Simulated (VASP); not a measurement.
Here is a VASP 6.6.1 calculation.

INCAR

```
SYSTEM = MnAs
PREC     = Accurate       ! precision mode
ENCUT    = 500            ! plane-wave cutoff, eV
EDIFF    = 1E-6           ! SCF threshold, eV
ISMEAR   = -1             ! smearing method
SIGMA    = 0.1            ! smearing width, eV
LREAL    = .False.        ! projectors in reciprocal space
LASPH    = .True.         ! aspherical terms in the spheres
NELM     = 200            ! most SCF steps
ALGO     = Normal         ! electronic algorithm
ISIF     = 2              ! what is computed and relaxed
LWAVE    = .False.        ! write WAVECAR
LCHARG   = .False.        ! write CHGCAR
ISPIN    = 2              ! spin polarisation
MAGMOM   = 4.51 -0.34     ! initial moments
LORBIT   = 11             ! projections on sites
LMAXMIX  = 4              ! l up to which the mixer works
LDAU     = .True.         ! DFT+U
LDAUTYPE = 2            
LDAUL    = 2 -1           ! shell
LDAUU    = 3.9 0          ! U, eV
LDAUJ    = 0 0          
LDAUPRINT= 1            
GGA      = PE             ! functional
NBANDS   = 20             ! bands
GGA_COMPAT= .False.
```

Contents of KPOINTS:

```
Automatic mesh
0
Gamma
  6 6 6
  0 0 0
```

File POSCAR:

```
MnAs
1.0
    0.0000000000      2.8550000000      2.8550000000
    2.8550000000      0.0000000000      2.8550000000
    2.8550000000      2.8550000000      0.0000000000
Mn As
1 1
Direct
    0.0000000000      0.0000000000      0.0000000000
    0.2500000000      0.2500000000      0.2500000000
```

Potentials or basis: VASP PAW PBE potentials, release 64 (Mn_pv, As).

The run is started by

```console
$ cat potpaw_PBE.64/Mn_pv/POTCAR potpaw_PBE.64/As/POTCAR > POTCAR
$ mpirun -np 1 vasp_std > vasp.out
```

(1) What does it give for the band gap on the k mesh?

(2) Estimate the pressure.

## Answers

(1) zero (filled and empty bands overlap).

(2) 5.5 GPa.

Caveat: the cell stands under pressure; a cell with one magnetic atom can't hold antiferromagnetic order, which such compounds often take; the U is typed as a test and isn't derived for this compound.
